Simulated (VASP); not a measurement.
## MoSe: single point with PBE

Crystal: MoSe.

```xyz
2
Lattice="0.0000 2.6102 2.6102 2.6102 0.0000 2.6102 2.6102 2.6102 0.0000" Properties=species:S:1:pos:R:3 pbc="T T T"
Mo    0.0000    0.0000    0.0000
Se    2.6102    2.6102    2.6102
```

```yaml
Program: VASP 6.6.1
Task: single point
Functional: PBE
Potentials_or_basis: VASP PAW PBE potentials, release 64 (Mo_sv, Se)
Cutoff: 520 eV
k_mesh: 14 × 14 × 14
Occupations: gaussian, width 0.1 eV
Spin: collinear spin
Starting_moments: "[0.34, 0.0] μB"
Fixed_moment: 0.38 μB
```

```yaml
Pressure: 0.5 GPa
Net_moment: 0.38 μB per cell
Site_moments: Mo +0.35; Se -0.00 μB
Valence_electrons_inside_the_program's_atomic_spheres: Mo 12.37; Se 3.94
```

Run time: 80 s on 1 thread of Intel(R) Xeon(R) 6975P-C (Granite Rapids), on a shared host, peak memory 0.25 GiB.

Caveat: the total moment is fixed, so each spin has its own Fermi level.
